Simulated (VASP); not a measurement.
# Rb (Im-3m) in VASP: a series of runs

Rb is run at these levels: LDA; tasks: single point, relaxation of cell and atoms.

Everything below comes from runs of VASP 6.6.1. Logs are shortened: lines on timing, memory, paths and dates and some standing lists are left out, and cuts for length are marked.

## Step 1: The cell of the first run

The structure is cubic, space group Im-3m (No. 229). Conventional cell: a = 5.392 Å, b = 5.392 Å, c = 5.392 Å, α = 90.00°, β = 90.00°, γ = 90.00°.

## Step 2: Single point, LDA

The input, INCAR:

```
SYSTEM = Rb
PREC = Accurate ; ENCUT = 500
EDIFF = 1E-6 ; ISMEAR = -1
SIGMA = 0.1 ; LREAL = .FALSE.
LASPH = .TRUE. ; NELM = 120
ALGO = Normal ; ISIF = 2
LWAVE = .FALSE. ; LCHARG = .TRUE.
GGA = CA ; LELF = .TRUE.
LVHAR = .TRUE. ; NBANDS = 10
GGA_COMPAT = .FALSE.
```

The input, KPOINTS:

```
Automatic mesh
0
G
  6 6 6
  0 0 0
```

The input, POSCAR:

```
Rb
1.0
   -2.6958463813      2.6958463813      2.6958463813
    2.6958463813     -2.6958463813      2.6958463813
    2.6958463813      2.6958463813     -2.6958463813
Rb
1
Direct
    0.0000000000      0.0000000000      0.0000000000
```

Potentials or basis: VASP PAW LDA potentials, release 64 (Rb_sv).

On the command line:

```sh
$ cat potpaw_LDA.64/Rb_sv/POTCAR > POTCAR
$ mpirun -np 1 vasp_std > vasp.out
```

OUTCAR:

```text
SYSTEM = Rb
   PREC = Accurate
   ENCUT = 500
   EDIFF = 1E-6
   ISMEAR = -1
   LREAL = .FALSE.
   LASPH = .TRUE.
   NELM = 120
   ISIF = 2
   GGA = CA

 ion  position               nearest neighbor table
   1  0.000  0.000  0.000-

  LATTYP: Found a body centered cubic cell.
 ALAT       =     5.3916927626

  Lattice vectors:

 A1 = (  -2.6958463813,   2.6958463813,   2.6958463813)
 A2 = (   2.6958463813,  -2.6958463813,   2.6958463813)
 A3 = (   2.6958463813,   2.6958463813,  -2.6958463813)

Analysis of symmetry for initial positions (statically):
=====================================================================
 Subroutine PRICEL returns:
 Original cell was already a primitive cell.

 Routine SETGRP: Setting up the symmetry group for a
 body centered cubic supercell.

 Subroutine GETGRP returns: Found 48 space group operations
 (whereof 48 operations were pure point group operations)
 out of a pool of 48 trial point group operations.

The static configuration has the point symmetry O_h .

Analysis of symmetry for dynamics (positions and initial velocities):
=====================================================================
 Subroutine PRICEL returns:
 Original cell was already a primitive cell.

 Routine SETGRP: Setting up the symmetry group for a
 body centered cubic supercell.

 Subroutine GETGRP returns: Found 48 space group operations
 (whereof 48 operations were pure point group operations)
 out of a pool of 48 trial point group operations.

The dynamic configuration has the point symmetry O_h .

 Subroutine INISYM returns: Found 48 space group operations
 (whereof 48 operations are pure point group operations),
 and found     1 'primitive' translations

----------------------------------------------------------------------------------------

                                     Primitive cell

  volume of cell :      78.3692

  direct lattice vectors                    reciprocal lattice vectors
    -2.695846381  2.695846381  2.695846381     0.000000000  0.185470509  0.185470509
     2.695846381 -2.695846381  2.695846381     0.185470509  0.000000000  0.185470509
     2.695846381  2.695846381 -2.695846381     0.185470509  0.185470509  0.000000000

  length of vectors
     4.669342902  4.669342902  4.669342902     0.262294909  0.262294909  0.262294909

  position of ions in fractional coordinates (direct lattice)
     0.000000000  0.000000000  0.000000000

  ion indices of the primitive-cell ions
   primitive index   ion index
                 1           1

----------------------------------------------------------------------------------------

 KPOINTS: Automatic mesh

Automatic generation of k-mesh.
 Grid dimensions read from file:
 generate k-points for:    6    6    6

 Generating k-lattice:

  Cartesian coordinates                     Fractional coordinates (reciprocal lattice)
     0.000000000  0.030911751  0.030911751     0.166666667  0.000000000  0.000000000
     0.030911751  0.000000000  0.030911751     0.000000000  0.166666667  0.000000000
     0.030911751  0.030911751  0.000000000     0.000000000  0.000000000  0.166666667

  Length of vectors
     0.043715818  0.043715818  0.043715818

  Shift w.r.t. Gamma in fractional coordinates (k-lattice)
     0.000000000  0.000000000  0.000000000

 Subroutine IBZKPT returns following result:
 ===========================================

 Found     16 irreducible k-points:

 Following reciprocal coordinates:
            Coordinates               Weight
  0.000000  0.000000  0.000000      1.000000
  0.166667  0.000000  0.000000     12.000000
  0.333333  0.000000  0.000000     12.000000
  0.500000  0.000000  0.000000      6.000000
  0.166667  0.166667  0.000000     24.000000
  0.333333  0.166667  0.000000     48.000000
[... 8 lines left out ...]
  0.500000  0.500000  0.333333     12.000000
  0.500000  0.500000  0.500000      1.000000
   k-points           NKPTS =     16   k-points in BZ     NKDIM =     16   number of bands    NBANDS=     10
   number of dos      NEDOS =    301   number of ions     NIONS =      1
   total plane-waves  NPLWV =  46656
   dimension x,y,z NGX =    36 NGY =   36 NGZ =   36
   dimension x,y,z NGXF=    72 NGYF=   72 NGZF=   72
   ions per type =               1
   NGX,Y,Z   is equivalent  to a cutoff of  12.82, 12.82, 12.82 a.u.
   NGXF,Y,Z  is equivalent  to a cutoff of  25.63, 25.63, 25.63 a.u.
 SYSTEM =  Rb
   PREC   = accura    normal or accurate (medium, high low for compatibility)
   ISTART =      0    job   : 0-new  1-cont  2-samecut
   ICHARG =      2    charge: 1-file 2-atom 10-const
   ISPIN  =      1    spin polarized calculation?
   LNONCOLLINEAR =      F non collinear calculations
   LSORBIT =      F    spin-orbit coupling
   LASPH  =      T    aspherical Exc in radial PAW
   ENCUT  =  500.0 eV  36.75 Ry    6.06 a.u.   8.51  8.51  8.51*2*pi/ulx,y,z
   NELM   =    120;   NELMIN=  2; NELMDL= -5     # of ELM steps
   EDIFF  = 0.1E-05   stopping-criterion for ELM
   LREAL  =      F    real-space projection
   EDIFFG = 0.1E-04   stopping-criterion for IOM
   NSW    =      0    number of steps for IOM
   IBRION =     -1    ionic relax: 0-MD 1-quasi-New 2-CG
   NFREE  =      0    steps in history (QN), initial steepest desc. (CG)
   ISIF   =      2    stress and relaxation
   ISYM   =      2    0-nonsym 1-usesym 2-fastsym
   POTIM  = 0.5000    time-step for ionic-motion
   TEBEG  =    0.0;   TEEND  =   0.0 temperature during run
   PSTRESS=    0.0 pullay stress
   NELECT =       9.0000    total number of electrons
   NUPDOWN=      -1.0000    fix difference up-down
   EMIN   =  10.00;   EMAX   =-10.00  energy-range for DOS
   EFERMI =   0.00;   METHOD = LEGACY
   ISMEAR =    -1;   SIGMA  =   0.10  broadening in eV -4-tet -1-fermi 0-gaus
   EFERMI_NEDOS =   21; number of points for ismear=-14 and -15
   IALGO  =     38    algorithm
   IMIX   =      4    mixing-type and parameters
     AMIX     =   0.40;   BMIX     =  1.00
     AMIX_MAG =   1.60;   BMIX_MAG =  1.00
  volume/ion in A,a.u.               =      78.37       528.86
  Fermi-wavevector in a.u.,A,eV,Ry     =   0.795745  1.503740  8.615344  0.633210
  Thomas-Fermi vector in A             =   1.902133
   LORBIT       =      0    0 simple, 1 ext, 2 COOP (PROOUT), +10 PAW based schemes
   GGA     = CA    functional components
   LHFCALC =     F    Hartree Fock is set to
   AEXX    =    0.0000 exact exchange contribution
   IVDW    =     0    specifies the selected vdW correction
   LEPSILON=     F    determine dielectric tensor
   LRPA    =     F    only Hartree local field effects (RPA)
 non-spin polarized calculation
  energy-cutoff  :      500.00
  volume of cell :       78.37
 maximum number of plane-waves:      2006
 NGX is ok and might be reduce to    36
   NGX = 17   NGY = 17   NGZ = 17

 number of electron       9.0000000 magnetization

 Free energy of the ion-electron system (eV)
  ---------------------------------------------------
  ext. energy  EPLUGINS =         0.00000000
  ---------------------------------------------------
  free energy    TOTEN  =        -1.06716307 eV

  energy without entropy =       -1.02859360  energy(sigma->0) =       -1.04787833

 E-fermi :   0.1367     XC(G=0):  -6.0718

 val. band max:       -0.0598104792   @ k =   0.1667   0.1667   0.1667
 cond. band min:       0.1642600419   @ k =   0.3333   0.1667   0.0000
 fundamental gap:      0.2240705211
 Fermi energy:         0.1366502062

 k-point     1 :       0.0000    0.0000    0.0000
  band No.  band energies     occupation
      1     -28.5837      2.00000
      2     -12.6641      2.00000
      3     -12.6641      2.00000
      4     -12.6641      2.00000
      5      -2.0523      2.00000
      6       3.8469      0.00000
      7       3.8469      0.00000
      8       3.8469      0.00000
      9       4.9376      0.00000
     10       4.9376      0.00000

 k-point     2 :       0.1667    0.0000    0.0000
  band No.  band energies     occupation
      1     -28.5815      2.00000
      2     -12.7065      2.00000
      3     -12.6776      2.00000
      4     -12.6642      2.00000
      5      -1.6792      2.00000
      6       3.2783      0.00000
      7       3.4469      0.00000
      8       4.2088      0.00000
      9       4.6400      0.00000
     10       4.8660      0.00000

 k-point     3 :       0.3333    0.0000    0.0000
  band No.  band energies     occupation
      1     -28.5771      2.00000
      2     -12.7887      2.00000
      3     -12.7044      2.00000
      4     -12.6644      2.00000
      5      -0.6869      1.99947
      6       2.0380      0.00000
      7       2.8938      0.00000
      8       4.7979      0.00000
      9       5.0147      0.00000
     10       5.2471      0.00000

 k-point     4 :       0.5000    0.0000    0.0000
  band No.  band energies     occupation
      1     -28.5748      2.00000
      2     -12.8285      2.00000
      3     -12.7177      2.00000
      4     -12.6646      2.00000
      5       0.2986      0.33048
      6       1.1009      0.00013
      7       2.6793      0.00000
      8       4.6088      0.00000
      9       5.5892      0.00000
     10       5.7848      0.00000
[... 118 lines left out ...]
 k-point    14 :      -0.3333    0.3333    0.3333
  band No.  band energies     occupation
      1     -28.5715      2.00000
      2     -12.7723      2.00000
      3     -12.7496      2.00000
      4     -12.7496      2.00000
      5       0.4342      0.09709
      6       1.8248      0.00000
      7       3.3969      0.00000
      8       3.3969      0.00000
      9       3.7893      0.00000
     10       5.4964      0.00000

 k-point    15 :       0.5000    0.5000    0.3333
  band No.  band energies     occupation
      1     -28.5697      2.00000
      2     -12.7921      2.00000
      3     -12.7644      2.00000
      4     -12.7517      2.00000
      5       1.2189      0.00004
      6       1.3141      0.00002
      7       2.9126      0.00000
      8       3.4749      0.00000
      9       4.2341      0.00000
     10       6.2271      0.00000

 k-point    16 :       0.5000    0.5000    0.5000
  band No.  band energies     occupation
      1     -28.5679      2.00000
      2     -12.7798      2.00000
      3     -12.7798      2.00000
      4     -12.7798      2.00000
      5       1.2973      0.00002
      6       1.2973      0.00002
      7       3.7930      0.00000
      8       3.7930      0.00000
      9       3.7930      0.00000
     10       5.5995      0.00000

------------------------ aborting loop because EDIFF is reached ----------------------------------------

  FORCE on cell =-STRESS in cart. coord.  units (eV):
  Direction    XX          YY          ZZ          XY          YZ          ZX
  --------------------------------------------------------------------------------------
  -------------------------------------------------------------------------------------
  Total       -0.0074691     -0.0074691     -0.0074691     -0.0000000     -0.0000000      0.0000000
  in kB       -0.1526979     -0.1526979     -0.1526979     -0.0000000     -0.0000000      0.0000000
  external PRESSURE =      -0.1526979 kB  Pullay stress =       0.0000000 kB

 VOLUME and BASIS-vectors are now :
 -----------------------------------------------------------------------------
  energy-cutoff  :      500.00
  volume of cell :       78.37
      direct lattice vectors                 reciprocal lattice vectors
    -2.695846381  2.695846381  2.695846381     0.000000000  0.185470509  0.185470509
     2.695846381 -2.695846381  2.695846381     0.185470509  0.000000000  0.185470509
     2.695846381  2.695846381 -2.695846381     0.185470509  0.185470509  0.000000000

 POSITION                                       TOTAL-FORCE (eV/Angst)
 -----------------------------------------------------------------------------------
      0.00000      0.00000      0.00000         0.000000      0.000000     -0.000000
 -----------------------------------------------------------------------------------
    total drift:                               -0.000000      0.000000      0.000000

  FREE ENERGIE OF THE ION-ELECTRON SYSTEM (eV)
  ---------------------------------------------------
  free  energy   TOTEN  =        -1.0671630675 eV

  energy  without entropy=       -1.0285936010  energy(sigma->0) =       -1.04787833
```

Run time: 10 s. Hardware: 1 thread of Intel Xeon Platinum 8259CL at 2.50GHz (Skylake/Cascade Lake), shared host; peak memory 0.16 GiB.

Results:

* Free energy: -1.0672 eV
* Pressure: 0.0 GPa
* Band gap on the k mesh: zero (an odd number of electrons rules out a gap without spin polarisation)

## Step 3: Relaxation of cell and atoms, LDA

This run uses another cell than the first one, of 88.04 Å³/atom.

The input, INCAR:

```
PREC = Accurate ; ENCUT = 500
EDIFF = 1E-7 ; ISMEAR = -1
SIGMA = 0.1 ; LREAL = F
LASPH = T ; NELM = 120
ALGO = Normal ; ISIF = 3
LWAVE = F ; LCHARG = F
IBRION = 2 ; NSW = 80
EDIFFG = -0.01 ; GGA_COMPAT = F
NELMIN = 4
```

The input, KPOINTS:

```
regular mesh
0
Gamma
  6 6 6
```

The input, POSCAR:

```
Rb
1.0
   -2.8025000000      2.8025000000      2.8025000000
    2.8025000000     -2.8025000000      2.8025000000
    2.8025000000      2.8025000000     -2.8025000000
Rb
1
Direct
    0.0000000000      0.0000000000      0.0000000000
```

Potentials or basis: VASP PAW LDA potentials, release 64 (Rb_sv).

On the command line:

```sh
$ cat potpaw_LDA.64/Rb_sv/POTCAR > POTCAR
$ mpirun -np 1 vasp_std > vasp.out
```

It took 27 s on 1 thread of Intel Xeon Platinum 8259CL at 2.50GHz (Skylake/Cascade Lake), shared host; peak memory 0.17 GiB.

Results (log left out):

* Free energy: -1.0674 eV
* Relaxed volume: 78.09 Å³/atom
* Relaxed cell: a = 4.664 Å, b = 4.664 Å, c = 4.664 Å, α = 109.47°, β = 109.47°, γ = 109.47°
* Space group after relaxing (to 0.1 Å): Im-3m (No. 229)
* Energy gained by relaxing: 11.6 meV/atom
* Ionic steps: 4
* Pressure after relaxing: 0.0 GPa
* Band gap on the k mesh: zero (an odd number of electrons rules out a gap without spin polarisation)

The path:
```
step  energy change (eV)  largest force (eV/Å)  pressure (GPa)  volume (Å³)
   1              0.0000                0.0000           -0.34        88.04
   2             -0.0045                0.0000           -0.28        85.69
   3             -0.0113                0.0000           -0.06        79.71
   4             -0.0116                0.0000            0.00        78.09
```

Final structure:
```
CELL_PARAMETERS angstrom
-2.69260 2.69260 2.69260
2.69260 -2.69260 2.69260
2.69260 2.69260 -2.69260
ATOMIC_POSITIONS crystal
Rb 0.00000 0.00000 0.00000
```

Levels at points of the mesh, in eV from the Fermi level:
```
           k point  band 1  band 2  band 3  band 4  band 5  band 6  band 7  band 8
(0.00, 0.00, 0.00)  -28.72  -12.80  -12.80  -12.80   -2.19    3.71    3.71    3.71
(0.50, 0.00, 0.00)  -28.71  -12.96  -12.85  -12.80    0.16    0.97    2.54    4.48
(0.50, 0.50, 0.50)  -28.70  -12.92  -12.92  -12.92    1.16    1.16    3.67    3.67
```
